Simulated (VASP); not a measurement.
Input of a VASP 6.6.1 run:

INCAR

```
PREC     = Accurate       # precision mode
ENCUT    = 520            # plane-wave cutoff, eV
EDIFF    = 1E-6           # SCF threshold, eV
ISMEAR   = 0              # smearing method
SIGMA    = 0.1            # smearing width, eV
LREAL    = False          # projectors in reciprocal space
LASPH    = True           # aspherical terms in the spheres
NELM     = 100            # most SCF steps
ALGO     = Normal         # electronic algorithm
ISIF     = 2              # what is computed and relaxed
LWAVE    = False          # write WAVECAR
LCHARG   = False          # write CHGCAR
GGA      = PE             # functional
NBANDS   = 41             # bands
```

KPOINTS

```
regular mesh
0
Gamma
  4 4 4
```

Contents of POSCAR:

```
AlGa3P4
1.0
   -2.6648890200      2.6648890200      5.3297780300
    2.6648890200     -2.6648890200      5.3297780300
    2.6648890200      2.6648890200     -5.3297780300
Al Ga P
1 3 4
Direct
    0.5000000000      0.5000000000      0.0000000000
    0.0000000000      0.0000000000      0.0000000000
    0.2500000000      0.7500000000      0.5000000000
    0.7500000000      0.2500000000      0.5000000000
    0.1250000000      0.1250000000      0.5000000000
    0.3750000000      0.8750000000      0.0000000000
    0.6250000000      0.6250000000      0.5000000000
    0.8750000000      0.3750000000      0.0000000000
```

Potentials or basis: VASP PAW PBE potentials, release 64 (Al, Ga_d, P).

Command:

```bash
$ cat potpaw_PBE.64/Al/POTCAR potpaw_PBE.64/Ga_d/POTCAR potpaw_PBE.64/P/POTCAR > POTCAR
$ mpirun -np 1 vasp_std > vasp.out
```

Q: Estimate the largest force.

A: 0.033 eV/Å.

Q: Predict the pressure.

A: 9.5 GPa.

Q: Predict the band gap on the k mesh.

A: 1.49 eV, indirect (least direct gap 1.51 eV).

Forces on the atoms (eV/Å):
```
Al   0.000  0.000  0.000
Ga   0.000  0.000  0.000
Ga   0.000  0.000  0.000
Ga   0.000  0.000  0.000
P    0.011  0.011  0.029
P   -0.011  0.011 -0.029
P   -0.011 -0.011  0.029
P    0.011 -0.011 -0.029
```

A k mesh can miss the band edges.
